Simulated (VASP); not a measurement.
# Rh (P6_3/mmc) in VASP: notebook

Runs on Rh. Level: r2SCAN. Tasks: single point.

All numbers are computed with VASP 6.6.1; they aren't measurements. Logs are shortened: lines on timing, memory, paths and dates and some standing lists are left out, and cuts for length are marked.

### 1 The cell of the first run

Symmetry: P6_3/mmc, No. 194, hexagonal system. The conventional cell has a = 2.595 Å, b = 2.595 Å, c = 4.001 Å, α = 90.00°, β = 90.00°, γ = 120.00°. Rh (site symmetry -6m2) has 12 Rh at 2.50 to 2.60 Å within 3.3 Å.

This isn't the form of Rh at room conditions, which is fcc.

### 2 Single point, r2SCAN (strain -0.040 along x and y, -0.080 along z)

The input, POSCAR:

```
Rh
1.0
    2.5954974576      0.0000000000      0.0000000000
   -1.2977487288      2.2477667337      0.0000000000
    0.0000000000      0.0000000000      4.0007278411
Rh
2
Direct
    0.6666666667      0.3333333333      0.7500000000
    0.3333333333      0.6666666667      0.2500000000
```

The input, INCAR.step1:

```
ALGO     = Normal         # electronic algorithm
EDIFF    = 1E-4           # SCF threshold, eV
ENCUT    = 520            # plane-wave cutoff, eV
GGA      = PE             # functional
ISMEAR   = 0              # smearing method
LASPH    = True           # aspherical terms in the spheres
LCHARG   = False          # write CHGCAR
LREAL    = False          # projectors in reciprocal space
LWAVE    = True           # write WAVECAR
NBANDS   = 22             # bands
NELM     = 60             # most SCF steps
PREC     = Accurate       # precision mode
SIGMA    = 0.15           # smearing width, eV
```

The input, INCAR.step2:

```
ALGO     = Normal         # electronic algorithm
EDIFF    = 1E-7           # SCF threshold, eV
ENCUT    = 520            # plane-wave cutoff, eV
ISIF     = 2              # what is computed and relaxed
ISMEAR   = 0              # smearing method
ISTART   = 1            
LASPH    = True           # aspherical terms in the spheres
LCHARG   = False          # write CHGCAR
LMIXTAU  = True         
LREAL    = False          # projectors in reciprocal space
LWAVE    = False          # write WAVECAR
METAGGA  = R2SCAN         # meta-GGA
NBANDS   = 22             # bands
NELM     = 60             # most SCF steps
PREC     = Accurate       # precision mode
SIGMA    = 0.15           # smearing width, eV
```

The input, KPOINTS:

```
k-points
0
Gamma
  24 24 14
```

Potentials or basis: VASP PAW PBE potentials, release 64 (Rh_pv).

Launch:

```sh
$ cat potpaw_PBE.64/Rh_pv/POTCAR > POTCAR
$ cp INCAR.step1 INCAR
$ mpirun -np 1 vasp_std > vasp.out
$ cp INCAR.step2 INCAR
$ mpirun -np 1 vasp_std > vasp.out
```

OUTCAR:

```text
EDIFF = 1E-7
   ENCUT = 520
   ISIF = 2
   ISMEAR = 0
   ISTART = 1
   LASPH = True
   LREAL = False
   METAGGA = R2SCAN
   NELM = 60
   PREC = Accurate

 ion  position               nearest neighbor table
   1  0.667  0.333  0.750-   2 2.50   2 2.50   2 2.50   2 2.50   2 2.50   2 2.50
   2  0.333  0.667  0.250-   1 2.50   1 2.50   1 2.50   1 2.50   1 2.50   1 2.50

  LATTYP: Found a hexagonal cell.
 ALAT       =     2.5954974576
 C/A-ratio  =     1.5414108110

  Lattice vectors:

 A1 = (   2.5954974576,   0.0000000000,   0.0000000000)
 A2 = (  -1.2977487288,   2.2477667337,   0.0000000000)
 A3 = (   0.0000000000,   0.0000000000,   4.0007278411)

Analysis of symmetry for initial positions (statically):
=====================================================================
 Subroutine PRICEL returns:
 Original cell was already a primitive cell.

 Routine SETGRP: Setting up the symmetry group for a
 hexagonal supercell.

 Subroutine GETGRP returns: Found 24 space group operations
 (whereof 12 operations were pure point group operations)
 out of a pool of 24 trial point group operations.

The static configuration has the point symmetry D_3d.
 The point group associated with its full space group is D_6h.

Analysis of symmetry for dynamics (positions and initial velocities):
=====================================================================
 Subroutine PRICEL returns:
 Original cell was already a primitive cell.

 Routine SETGRP: Setting up the symmetry group for a
 hexagonal supercell.

 Subroutine GETGRP returns: Found 24 space group operations
 (whereof 12 operations were pure point group operations)
 out of a pool of 24 trial point group operations.

The dynamic configuration has the point symmetry D_3d.
 The point group associated with its full space group is D_6h.

 Subroutine INISYM returns: Found 24 space group operations
 (whereof 12 operations are pure point group operations),
 and found     1 'primitive' translations

----------------------------------------------------------------------------------------

                                     Primitive cell

  volume of cell :      23.3405

  direct lattice vectors                    reciprocal lattice vectors
     2.595497458  0.000000000  0.000000000     0.385282597  0.222443011  0.000000000
    -1.297748729  2.247766734  0.000000000     0.000000000  0.444886022  0.000000000
     0.000000000  0.000000000  4.000727841     0.000000000  0.000000000  0.249954518

  length of vectors
     2.595497458  2.595497458  4.000727841     0.444886022  0.444886022  0.249954518

  position of ions in fractional coordinates (direct lattice)
     0.666666667  0.333333333  0.750000000
     0.333333333  0.666666667  0.250000000

  ion indices of the primitive-cell ions
   primitive index   ion index
                 1           1
                 2           2

----------------------------------------------------------------------------------------

 KPOINTS: k-points

Automatic generation of k-mesh.
 Grid dimensions read from file:
 generate k-points for:   24   24   14

 Generating k-lattice:

  Cartesian coordinates                     Fractional coordinates (reciprocal lattice)
     0.016053442  0.009268459  0.000000000     0.041666667  0.000000000  0.000000000
     0.000000000  0.018536918  0.000000000     0.000000000  0.041666667  0.000000000
     0.000000000  0.000000000  0.017853894     0.000000000  0.000000000  0.071428571

  Length of vectors
     0.018536918  0.018536918  0.017853894

  Shift w.r.t. Gamma in fractional coordinates (k-lattice)
     0.000000000  0.000000000  0.000000000

 Subroutine IBZKPT returns following result:
 ===========================================

 Found    488 irreducible k-points:

 Following reciprocal coordinates:
            Coordinates               Weight
  0.000000  0.000000  0.000000      1.000000
  0.041667  0.000000  0.000000      6.000000
  0.083333  0.000000  0.000000      6.000000
  0.125000  0.000000  0.000000      6.000000
  0.166667  0.000000  0.000000      6.000000
  0.208333  0.000000  0.000000      6.000000
[... 16 lines left out ...]
  0.416667  0.041667  0.000000     12.000000
  0.458333  0.041667  0.000000     12.000000
 [... further k-points ...]
   k-points           NKPTS =    488   k-points in BZ     NKDIM =    488   number of bands    NBANDS=     22
   number of dos      NEDOS =    301   number of ions     NIONS =      2
   total plane-waves  NPLWV =  12000
   dimension x,y,z NGX =    20 NGY =   20 NGZ =   30
   dimension x,y,z NGXF=    40 NGYF=   40 NGZF=   60
   ions per type =               2
   NGX,Y,Z   is equivalent  to a cutoff of  12.81, 12.81, 12.47 a.u.
   NGXF,Y,Z  is equivalent  to a cutoff of  25.62, 25.62, 24.93 a.u.
 SYSTEM =  unknown system
   PREC   = accura    normal or accurate (medium, high low for compatibility)
   ISTART =      1    job   : 0-new  1-cont  2-samecut
   ICHARG =      0    charge: 1-file 2-atom 10-const
   ISPIN  =      1    spin polarized calculation?
   LNONCOLLINEAR =      F non collinear calculations
   LSORBIT =      F    spin-orbit coupling
   LASPH  =      T    aspherical Exc in radial PAW
   ENCUT  =  520.0 eV  38.22 Ry    6.18 a.u.   4.83  4.83  7.44*2*pi/ulx,y,z
   NELM   =     60;   NELMIN=  2; NELMDL=  0     # of ELM steps
   EDIFF  = 0.1E-06   stopping-criterion for ELM
   LREAL  =      F    real-space projection
   EDIFFG = 0.1E-05   stopping-criterion for IOM
   NSW    =      0    number of steps for IOM
   IBRION =     -1    ionic relax: 0-MD 1-quasi-New 2-CG
   NFREE  =      0    steps in history (QN), initial steepest desc. (CG)
   ISIF   =      2    stress and relaxation
   ISYM   =      2    0-nonsym 1-usesym 2-fastsym
   POTIM  = 0.5000    time-step for ionic-motion
   TEBEG  =    0.0;   TEEND  =   0.0 temperature during run
   PSTRESS=    0.0 pullay stress
   NELECT =      30.0000    total number of electrons
   NUPDOWN=      -1.0000    fix difference up-down
   EMIN   =  10.00;   EMAX   =-10.00  energy-range for DOS
   EFERMI =   0.00;   METHOD = LEGACY
   ISMEAR =     0;   SIGMA  =   0.15  broadening in eV -4-tet -1-fermi 0-gaus
   EFERMI_NEDOS =   21; number of points for ismear=-14 and -15
   IALGO  =     38    algorithm
   IMIX   =      4    mixing-type and parameters
     AMIX     =   0.40;   BMIX     =  1.00
     AMIX_MAG =   1.60;   BMIX_MAG =  1.00
  volume/ion in A,a.u.               =      11.67        78.75
  Fermi-wavevector in a.u.,A,eV,Ry     =   1.779966  3.363647 43.107037  3.168278
  Thomas-Fermi vector in A             =   2.844852
   LORBIT       =      0    0 simple, 1 ext, 2 COOP (PROOUT), +10 PAW based schemes
   METAGGA = R2SCAN    functional components
   LHFCALC =     F    Hartree Fock is set to
   AEXX    =    0.0000 exact exchange contribution
   IVDW    =     0    specifies the selected vdW correction
   LEPSILON=     F    determine dielectric tensor
   LRPA    =     F    only Hartree local field effects (RPA)
 non-spin polarized calculation
 Gauss-broadening in eV      SIGMA  =   0.15
  energy-cutoff  :      520.00
  volume of cell :       23.34
 maximum number of plane-waves:       644
 NGX is ok and might be reduce to    20
   NGX =  9   NGY =  9   NGZ = 15

 number of electron      30.0000004 magnetization

 Free energy of the ion-electron system (eV)
  ---------------------------------------------------
  ext. energy  EPLUGINS =         0.00000000
  ---------------------------------------------------
  free energy    TOTEN  =       -47.30905678 eV

  energy without entropy =      -47.28165000  energy(sigma->0) =      -47.29535339

 E-fermi :  15.1814     XC(G=0): -16.4567

 val. band max:       15.1801313331   @ k =   0.3750   0.2500   0.3571
 cond. band min:      15.1817654226   @ k =   0.2083   0.2083   0.1429
 fundamental gap:      0.0016340896
 Fermi energy:        15.1814479631

 k-point     1 :       0.0000    0.0000    0.0000
  band No.  band energies     occupation
      1     -34.5536      2.00000
      2     -33.3009      2.00000
      3     -33.3009      2.00000
      4     -33.0532      2.00000
      5     -33.0532      2.00000
      6     -33.0136      2.00000
[... 14 lines left out ...]
     21      32.3165      0.00000
     22      32.3193      0.00000

 k-point     2 :       0.0417    0.0000    0.0000
  band No.  band energies     occupation
      1     -34.5459      2.00000
      2     -33.3159      2.00000
      3     -33.3063      2.00000
      4     -33.0691      2.00000
      5     -33.0549      2.00000
      6     -33.0176      2.00000
[... 14 lines left out ...]
     21      32.3166      0.00000
     22      32.3193      0.00000

 k-point     3 :       0.0833    0.0000    0.0000
  band No.  band energies     occupation
      1     -34.5232      2.00000
      2     -33.3599      2.00000
      3     -33.3220      2.00000
      4     -33.1155      2.00000
      5     -33.0602      2.00000
      6     -33.0297      2.00000
[... 14 lines left out ...]
     21      32.3171      0.00000
     22      32.3194      0.00000

 k-point     4 :       0.1250    0.0000    0.0000
  band No.  band energies     occupation
      1     -34.4861      2.00000
      2     -33.4300      2.00000
      3     -33.3464      2.00000
      4     -33.1884      2.00000
      5     -33.0689      2.00000
      6     -33.0498      2.00000
[... 14 lines left out ...]
     21      32.3188      0.00000
     22      32.3234      0.00000

 k-point     5 :       0.1667    0.0000    0.0000
  band No.  band energies     occupation
      1     -34.4360      2.00000
      2     -33.5215      2.00000
      3     -33.3776      2.00000
      4     -33.2818      2.00000
      5     -33.0808      2.00000
      6     -33.0779      2.00000
[... 417 lines left out ...]
 k-point    22 :       0.3750    0.0417    0.0000
  band No.  band energies     occupation
      1     -34.0898      2.00000
      2     -34.0261      2.00000
      3     -33.8300      2.00000
      4     -33.5644      2.00000
      5     -33.3476      2.00000
      6     -33.1754      2.00000
[... 14 lines left out ...]
     21      30.1133      0.00000
     22      31.4800      0.00000

 k-point    23 :       0.4167    0.0417    0.0000
  band No.  band energies     occupation
      1     -34.1468      2.00000
      2     -33.9637      2.00000
      3     -33.8798      2.00000
      4     -33.5835      2.00000
      5     -33.3960      2.00000
      6     -33.1848      2.00000
[... 14 lines left out ...]
     21      29.4698      0.00000
     22      31.0853      0.00000

 k-point    24 :       0.4583    0.0417    0.0000
  band No.  band energies     occupation
      1     -34.1763      2.00000
      2     -33.9265      2.00000
      3     -33.9055      2.00000
      4     -33.5933      2.00000
      5     -33.4259      2.00000
      6     -33.1897      2.00000
[... 14 lines left out ...]
     21      29.1254      0.00000
     22      30.8397      0.00000

 [... further k-points ...]

------------------------ aborting loop because EDIFF is reached ----------------------------------------

  FORCE on cell =-STRESS in cart. coord.  units (eV):
  Direction    XX          YY          ZZ          XY          YZ          ZX
  --------------------------------------------------------------------------------------
  -------------------------------------------------------------------------------------
  Total        9.5931343      9.5931343     13.3095862      0.0000000      0.0000000      0.0000000
  in kB      658.5067782    658.5067782    913.6172255      0.0000000      0.0000000      0.0000000
  external PRESSURE =     743.5435939 kB  Pullay stress =       0.0000000 kB

 VOLUME and BASIS-vectors are now :
 -----------------------------------------------------------------------------
  energy-cutoff  :      520.00
  volume of cell :       23.34
      direct lattice vectors                 reciprocal lattice vectors
     2.595497458  0.000000000  0.000000000     0.385282597  0.222443011  0.000000000
    -1.297748729  2.247766734  0.000000000     0.000000000  0.444886022  0.000000000
     0.000000000  0.000000000  4.000727841     0.000000000  0.000000000  0.249954518

 POSITION                                       TOTAL-FORCE (eV/Angst)
 -----------------------------------------------------------------------------------
      1.29775      0.74926      3.00055        -0.000000     -0.000000      0.000000
     -0.00000      1.49851      1.00018         0.000000      0.000000      0.000000
 -----------------------------------------------------------------------------------
    total drift:                               -0.000000      0.000000     -0.000000

  FREE ENERGIE OF THE ION-ELECTRON SYSTEM (eV)
  ---------------------------------------------------
  free  energy   TOTEN  =       -47.3090567847 eV

  energy  without entropy=      -47.2816499989  energy(sigma->0) =      -47.29535339
```

It took 18 min on 1 thread of Oxide Virtual Turin-like, shared host; peak memory 0.26 GiB.

Results:

```yaml
Free_energy: -47.3091 eV
Pressure: 74.4 GPa
Band_gap_on_the_k_mesh: zero (bands 15 and 16 overlap by 3.03 eV)
```

Caveat: the cell differs from its parent crystal (strain -0.040 along x and y, -0.080 along z); the stress differs along the axes, from 66 to 91 GPa; the PAW data sets were made with another functional, which shifts forces and pressure a little.

### 3 Single point, r2SCAN (strain -0.080 along x and y, +0.040 along z)

The input, POSCAR:

```
Rh
1.0
    2.4873517302      0.0000000000      0.0000000000
   -1.2436758651      2.1541097865      0.0000000000
    0.0000000000      0.0000000000      4.5225619073
Rh
2
Direct
    0.6666666667      0.3333333333      0.7500000000
    0.3333333333      0.6666666667      0.2500000000
```

The input, INCAR.step1:

```
ALGO = Normal
EDIFF = 1E-4
ENCUT = 520
GGA = PE
ISMEAR = 0
LASPH = True
LCHARG = False
LREAL = False
LWAVE = True
NBANDS = 22
NELM = 80
PREC = Accurate
SIGMA = 0.15
```

The input, INCAR.step2:

```
ALGO = Normal
EDIFF = 1E-6
ENCUT = 520
ISIF = 2
ISMEAR = 0
ISTART = 1
LASPH = True
LCHARG = False
LMIXTAU = True
LREAL = False
LWAVE = False
METAGGA = R2SCAN
NBANDS = 22
NELM = 80
PREC = Accurate
SIGMA = 0.15
```

KPOINTS is that of step 2.

Potentials or basis: VASP PAW PBE potentials, release 64 (Rh_pv).

Launch:

```sh
$ cat potpaw_PBE.64/Rh_pv/POTCAR > POTCAR
$ cp INCAR.step1 INCAR
$ mpirun -np 1 vasp_std > vasp.out
$ cp INCAR.step2 INCAR
$ mpirun -np 1 vasp_std > vasp.out
```

Wall time 15 min (1 thread of Oxide Virtual Turin-like, shared host); peak memory 0.26 GiB.

Results (log left out):

```
Free energy            : -47.3849 eV
Pressure               : 57.6 GPa
Band gap on the k mesh : zero (bands 15 and 16 overlap by 3.40 eV)
```

Stress tensor (GPa, compression positive):
```
77.24  0.00  0.00
 0.00 77.24  0.00
 0.00  0.00 18.33
```

Levels at points of the mesh, in eV from the Fermi level:
```tsv
k point	band 13	band 14	band 15	band 16	band 17	band 18
(0.00, 0.00, 0.00)	-3.33	-1.33	-1.33	-0.38	0.38	0.38
(0.50, 0.00, 0.00)	-1.99	0.48	1.40	1.60	4.10	6.65
(0.00, 0.00, 0.50)	-3.69	-3.69	-0.28	-0.28	-0.28	-0.28
(0.50, 0.00, 0.50)	-0.27	-0.27	1.51	1.51	3.41	3.41
```

Caveat: the cell differs from its parent crystal (strain -0.080 along x and y, +0.040 along z); the stress differs along the axes, from 18 to 77 GPa; the PAW data sets were made with another functional, which shifts forces and pressure a little.
